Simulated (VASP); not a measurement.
# Ba3ScTi4O12 (a cell with a defect) in VASP: single point with PBE

Aim: the single point of Ba3ScTi4O12 (a cell with a defect) with PBE.

All numbers are computed with VASP 6.6.1; they aren't measurements. Logs are shortened: lines on timing, memory, paths and dates and some standing lists are left out, and cuts for length are marked.

## Step 1: The cell of the first run

The cell holds a defect, 20 atoms: a = 6.939 Å, b = 6.939 Å, c = 6.939 Å, α = 109.47°, β = 109.47°, γ = 109.47°.

## Step 2: Single point, PBE, collinear spin

File INCAR:

```
  ALGO = Normal
  EDIFF = 1E-7
  ENCUT = 520
  GGA = PE
  ISIF = 2
  ISMEAR = -1
  ISPIN = 2
  LASPH = T
  LCHARG = F
  LMAXMIX = 4
  LORBIT = 11
  LREAL = Auto
  LWAVE = F
  MAGMOM = 1 0 0 0 0 0 0 0 0 0 0 0 0 0 0 0 0 0 0 0
  NBANDS = 100
  NELM = 150
  PREC = Accurate
  SIGMA = 0.01
```

File KPOINTS:

```
k-points
0
Gamma
  3 3 3
```

File POSCAR:

```
Ba3ScTi4O12
1.0
   -4.0060000000      4.0060000000      4.0060000000
    4.0060000000     -4.0060000000      4.0060000000
    4.0060000000      4.0060000000     -4.0060000000
Sc Ba Ti O
1 3 4 12
Direct
    0.5000000000      0.5000000000      0.5000000000
    0.0000000000      0.0000000000      0.5000000000
    0.0000000000      0.5000000000      0.0000000000
    0.5000000000      0.0000000000      0.0000000000
    0.0000000000      0.0000000000      0.0000000000
    0.5000000000      0.5000000000      0.0000000000
    0.5000000000      0.0000000000      0.5000000000
    0.0000000000      0.5000000000      0.5000000000
    0.0122100401      0.2561050200      0.2561050200
    0.5000000000      0.7438949800      0.2561050200
    0.5000000000      0.2561050200      0.7438949800
   -0.0122100401      0.7438949800      0.7438949800
    0.2561050200      0.0122100401      0.2561050200
    0.7438949800      0.5000000000      0.2561050200
    0.7438949800     -0.0122100401      0.7438949800
    0.2561050200      0.5000000000      0.7438949800
    0.2561050200      0.2561050200      0.0122100401
    0.7438949800      0.7438949800     -0.0122100401
    0.7438949800      0.2561050200      0.5000000000
    0.2561050200      0.7438949800      0.5000000000
```

Potentials or basis: VASP PAW PBE potentials, release 64 (Sc_sv, Ba_sv, Ti_sv, O).

Started as:

```
$ cat potpaw_PBE.64/Sc_sv/POTCAR potpaw_PBE.64/Ba_sv/POTCAR potpaw_PBE.64/Ti_sv/POTCAR potpaw_PBE.64/O/POTCAR > POTCAR
$ mpirun -np 1 vasp_std > vasp.out
```

OUTCAR:

```text
EDIFF = 1E-7
   ENCUT = 520
   GGA = PE
   ISIF = 2
   ISMEAR = -1
   ISPIN = 2
   LASPH = T
   LORBIT = 11
   LREAL = Auto
   NELM = 150
   PREC = Accurate

 ion  position               nearest neighbor table
   1  0.500  0.500  0.500-   2 4.01   3 4.01   4 4.01   4 4.01   3 4.01   2 4.01
   2  0.000  0.000  0.500-  11 2.83  16 2.83  14 2.83  10 2.83  15 2.83   9 2.83  12 2.83  13 2.83
                            19 2.90  20 2.90  17 2.90  18 2.90   8 3.47   5 3.47   5 3.47   8 3.47
   3  0.000  0.500  0.000-  10 2.83  11 2.83  19 2.83  20 2.83  18 2.83   9 2.83  12 2.83  17 2.83
                            16 2.90  14 2.90  15 2.90  13 2.90   8 3.47   8 3.47   5 3.47   5 3.47
   4  0.500  0.000  0.000-  14 2.83  16 2.83  20 2.83  19 2.83  18 2.83  13 2.83  15 2.83  17 2.83
                            10 2.90  11 2.90   9 2.90  12 2.90   8 3.47   7 3.47   5 3.47   6 3.47
   5  0.000  0.000  0.000-   9 2.00  12 2.00  13 2.00  15 2.00  17 2.00  18 2.00   2 3.47   3 3.47
                             4 3.47   2 3.47   3 3.47   4 3.47
   6  0.500  0.500  0.000-  10 2.00  11 2.00  14 2.00  16 2.00  17 2.00  18 2.00   2 3.47   3 3.47
                             4 3.47   4 3.47   3 3.47   2 3.47
   7  0.500  0.000  0.500-  10 2.00  11 2.00  19 2.00  20 2.00  13 2.00  15 2.00   2 3.47   3 3.47
                             4 3.47   4 3.47   2 3.47   3 3.47
   8  0.000  0.500  0.500-  14 2.00  16 2.00  19 2.00  20 2.00   9 2.00  12 2.00   2 3.47   3 3.47
                             4 3.47   3 3.47   2 3.47   4 3.47
   9  0.012  0.256  0.256-   5 2.00   8 2.00   2 2.83   3 2.83   4 2.90
  10  0.500  0.744  0.256-   6 2.00   7 2.00   3 2.83   2 2.83   4 2.90
  11  0.500  0.256  0.744-   6 2.00   7 2.00   3 2.83   2 2.83   4 2.90
  12  0.988  0.744  0.744-   5 2.00   8 2.00   2 2.83   3 2.83   4 2.90
  13  0.256  0.012  0.256-   5 2.00   7 2.00   2 2.83   4 2.83   3 2.90
  14  0.744  0.500  0.256-   6 2.00   8 2.00   4 2.83   2 2.83   3 2.90
  15  0.744  0.988  0.744-   5 2.00   7 2.00   2 2.83   4 2.83   3 2.90
  16  0.256  0.500  0.744-   6 2.00   8 2.00   4 2.83   2 2.83   3 2.90
  17  0.256  0.256  0.012-   5 2.00   6 2.00   3 2.83   4 2.83   2 2.90
  18  0.744  0.744  0.988-   5 2.00   6 2.00   3 2.83   4 2.83   2 2.90
  19  0.744  0.256  0.500-   7 2.00   8 2.00   3 2.83   4 2.83   2 2.90
  20  0.256  0.744  0.500-   7 2.00   8 2.00   4 2.83   3 2.83   2 2.90

  LATTYP: Found a body centered cubic cell.
 ALAT       =     8.0120000000

  Lattice vectors:

 A1 = (  -4.0060000000,   4.0060000000,   4.0060000000)
 A2 = (   4.0060000000,  -4.0060000000,   4.0060000000)
 A3 = (   4.0060000000,   4.0060000000,  -4.0060000000)

Analysis of symmetry for initial positions (statically):
=====================================================================
 Subroutine PRICEL returns:
 Original cell was already a primitive cell.

 Routine SETGRP: Setting up the symmetry group for a
 body centered cubic supercell.

[... 197 lines left out ...]

 E-fermi :   6.0849     XC(G=0): -11.1229

 val. band max:        6.0831510881   @ k =   0.3333   0.0000   0.0000
 cond. band min:       6.0999017593   @ k =   0.3333   0.0000   0.0000
 fundamental gap:      0.0167506711
 Fermi energy:         6.0849265472

 spin component 1

 k-point     1 :       0.0000    0.0000    0.0000
  band No.  band energies     occupation
      1     -52.5354      1.00000
      2     -52.5333      1.00000
      3     -52.5333      1.00000
      4     -52.5333      1.00000
      5     -46.3940      1.00000
      6     -28.8168      1.00000
[... 369 lines left out ...]
     91       7.4638      0.00000
     92       7.4638      0.00000
 Fermi energy:         6.0849265472

 spin component 2

 k-point     1 :       0.0000    0.0000    0.0000
  band No.  band energies     occupation
      1     -52.5024      1.00000
      2     -52.5003      1.00000
      3     -52.5003      1.00000
      4     -52.5003      1.00000
      5     -46.2065      1.00000
      6     -28.7907      1.00000
[... 369 lines left out ...]
     91       7.4960      0.00000
     92       7.4960      0.00000
 [bands above 92 left out]

------------------------ aborting loop because EDIFF is reached ----------------------------------------

  FORCE on cell =-STRESS in cart. coord.  units (eV):
  Direction    XX          YY          ZZ          XY          YZ          ZX
  --------------------------------------------------------------------------------------
  -------------------------------------------------------------------------------------
  Total       -4.2680331     -4.2680331     -4.2680331     -0.0000000     -0.0000000      0.0000000
  in kB      -26.5916654    -26.5916654    -26.5916654     -0.0000000     -0.0000000      0.0000000
  external PRESSURE =     -26.5916654 kB  Pullay stress =       0.0000000 kB

 VOLUME and BASIS-vectors are now :
 -----------------------------------------------------------------------------
  energy-cutoff  :      520.00
  volume of cell :      257.15
      direct lattice vectors                 reciprocal lattice vectors
    -4.006000000  4.006000000  4.006000000     0.000000000  0.124812781  0.124812781
     4.006000000 -4.006000000  4.006000000     0.124812781  0.000000000  0.124812781
     4.006000000  4.006000000 -4.006000000     0.124812781  0.124812781  0.000000000

 POSITION                                       TOTAL-FORCE (eV/Angst)
 -----------------------------------------------------------------------------------
      2.00300      2.00300      2.00300         0.000000      0.000000      0.000000
      2.00300      2.00300     -2.00300         0.000000      0.000000      0.000000
      2.00300     -2.00300      2.00300         0.000000      0.000000      0.000000
     -2.00300      2.00300      2.00300         0.000000      0.000000      0.000000
      0.00000      0.00000      0.00000         0.000000      0.000000      0.000000
      0.00000      0.00000      4.00600         0.000000      0.000000      0.000000
[... 12 lines left out ...]
      0.04891      3.95709      2.00300         0.011953     -0.011953      0.000000
      3.95709      0.04891      2.00300        -0.011953      0.011953      0.000000
 -----------------------------------------------------------------------------------
    total drift:                               -0.000000     -0.000000      0.000000

  FREE ENERGIE OF THE ION-ELECTRON SYSTEM (eV)
  ---------------------------------------------------
  free  energy   TOTEN  =      -162.3212457822 eV

  energy  without entropy=     -162.3157446674  energy(sigma->0) =     -162.31849522

 total charge

# of ion       s       p       d       tot
------------------------------------------
    1        2.091   6.033   0.747   8.871
    2        2.006   5.647   0.321   7.975
    3        2.006   5.647   0.321   7.975
    4        2.006   5.647   0.321   7.975
    5        2.206   6.262   1.725  10.193
    6        2.206   6.262   1.725  10.193
[... 12 lines left out ...]
   19        1.564   3.453   0.000   5.017
   20        1.564   3.453   0.000   5.017
--------------------------------------------------
tot         35.702  89.458   8.609 133.770

 magnetization (x)

# of ion       s       p       d       tot
------------------------------------------
    1        0.002   0.001   0.183   0.186
    2        0.000  -0.000   0.002   0.002
    3        0.000  -0.000   0.002   0.002
    4        0.000  -0.000   0.002   0.002
    5        0.000   0.000   0.031   0.032
    6        0.000   0.000   0.031   0.032
[... 12 lines left out ...]
   19        0.000  -0.003   0.000  -0.003
   20        0.000  -0.003   0.000  -0.003
--------------------------------------------------
tot          0.003  -0.038   0.313   0.278
```

stdout:

```text
POSCAR found type information on POSCAR ScBaTiO
 POSCAR found :  4 types and      20 ions
 scaLAPACK will be used
 LDA part: xc-table for (Slater+PW92), standard interpolation
 POSCAR, INCAR and KPOINTS ok, starting setup
 FFT: planning ... GRIDC
 FFT: planning ... GRID_SOFT
 FFT: planning ... GRID
 WAVECAR not read
 entering main loop
```

It took 10 min on 1 thread of AMD EPYC 7R43 (Zen 3), shared host; peak memory 0.55 GiB.

What came out:

- Free energy: -162.3212 eV
- Pressure: -2.7 GPa
- Largest force: 0.017 eV/Å
- Net moment: 0.33 μB per cell
- Site moments: Sc +0.19; Ba +0.00; Ti +0.03; O -0.00 μB
- Valence electrons inside the program's atomic spheres: Sc 8.87; Ba 7.97; Ti 10.19; O 5.02

Forces in eV/Å, atoms in the order of the input:
```
Sc   0.000  0.000  0.000
Ba   0.000  0.000  0.000
Ba   0.000  0.000  0.000
Ba   0.000  0.000  0.000
Ti   0.000  0.000  0.000
Ti   0.000  0.000  0.000
Ti   0.000  0.000  0.000
Ti   0.000  0.000  0.000
O    0.000  0.012  0.012
O    0.000  0.012 -0.012
O    0.000 -0.012  0.012
O    0.000 -0.012 -0.012
O    0.012  0.000  0.012
O    0.012  0.000 -0.012
O   -0.012  0.000 -0.012
O   -0.012  0.000  0.012
O    0.012  0.012  0.000
O   -0.012 -0.012  0.000
O    0.012 -0.012  0.000
O   -0.012  0.012  0.000
```

Caveat: the k points lie up to 0.37 Å⁻¹ apart; spin-orbit coupling is left out, which moves the levels of the heavy elements; semilocal functionals often make such compounds metallic where correlation or magnetic order opens a gap, which also shifts bond lengths.
